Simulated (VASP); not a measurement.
# AlCo (zincblende type): relaxation of cell and atoms with PBE

The system is AlCo (zincblende type).

```
CELL_PARAMETERS angstrom
0.00000 2.08966 2.08966
2.08966 0.00000 2.08966
2.08966 2.08966 0.00000
ATOMIC_POSITIONS crystal
Co 0.00000 0.00000 0.00000
Al 0.25000 0.25000 0.25000
```

```json
{
  "Program": "VASP 6.6.1",
  "Task": "relaxation of cell and atoms",
  "Functional": "PBE",
  "Potentials or basis": "VASP PAW PBE potentials, release 64 (Co, Al)",
  "Cutoff": "600 eV",
  "k mesh": "14 × 14 × 14",
  "Occupations": "fermi-dirac, width 0.05 eV",
  "Spin": "no spin polarisation",
  "Target pressure": "150 GPa",
  "Dipole correction": "no",
  "Further INCAR settings": "ALGO = Normal; EDIFF = 1e-07; IBRION = 2; EDIFFG = -0.005; NSW = 60; ISIF = 3"
}
```

* Relaxed volume: 9.93 Å³/atom
* Relaxed cell: a = 3.040 Å, b = 3.040 Å, c = 3.040 Å, α = 60.00°, β = 60.00°, γ = 60.00°
* Space group after relaxing (to 0.05 Å): F-43m (No. 216)
* Energy change on relaxing (the enthalpy is what falls): -869.9 meV/atom
* Ionic steps: 17
* Pressure after relaxing: 150.0 GPa
* Band gap on the k mesh: zero (band 6 reaches 12.58 eV, above the bottom of band 7 at 12.23 eV)

The path:
```tsv
step	energy change (eV)	largest force (eV/Å)	pressure (GPa)	volume (Å³)
1	0.0000	0.0000	199.08	18.25
2	-5.5004	0.0000	46.18	26.67
3	-1.9569	0.0000	143.98	20.10
4	-1.7500	0.0000	149.72	19.87
5	-1.7188	0.0000	150.60	19.84
6	-1.7199	0.0000	150.57	19.84
7	-1.7233	0.0000	150.47	19.84
8	-1.7233	0.0000	150.46	19.84
9	-1.7234	0.0000	150.43	19.84
10	-1.7236	0.0000	150.39	19.84
11	-1.7239	0.0000	150.46	19.84
12	-1.7246	0.0000	150.43	19.84
13	-1.7261	0.0000	150.39	19.84
14	-1.7290	0.0000	150.32	19.85
15	-1.7348	0.0000	150.14	19.85
16	-1.7464	0.0000	149.82	19.87
17	-1.7399	0.0000	150.01	19.86
```

Final structure:
```
CELL_PARAMETERS angstrom
0.00000 2.14935 2.14935
2.14935 0.00000 2.14935
2.14935 2.14935 0.00000
ATOMIC_POSITIONS crystal
Co 0.00000 0.00000 0.00000
Al 0.25000 0.25000 0.25000
```

Levels at points of the mesh, in eV from the Fermi level:
| k point | band 3 | band 4 | band 5 | band 6 | band 7 | band 8 | band 9 | band 10 |
| --- | --- | --- | --- | --- | --- | --- | --- | --- |
| (0.00, 0.00, 0.00) | -2.79 | -2.79 | -1.72 | -1.72 | 10.50 | 10.50 | 10.50 | 14.72 |
| (0.50, 0.00, 0.00) | -2.79 | -2.79 | -1.18 | -1.18 | 0.06 | 8.91 | 8.91 | 11.91 |
| (0.50, 0.50, 0.00) | -2.96 | -1.18 | -1.18 | -0.88 | 1.36 | 3.55 | 3.55 | 8.45 |

It took 2.4 min on 1 thread of Intel(R) Xeon(R) Platinum 8488C (Sapphire Rapids) (shared host), peak memory 0.17 GiB.

Caveat: the cell is relaxed towards a set pressure, so the enthalpy falls and the energy may rise. Spin polarisation is off, so any magnetic state and its effect on volume and gap are missing.
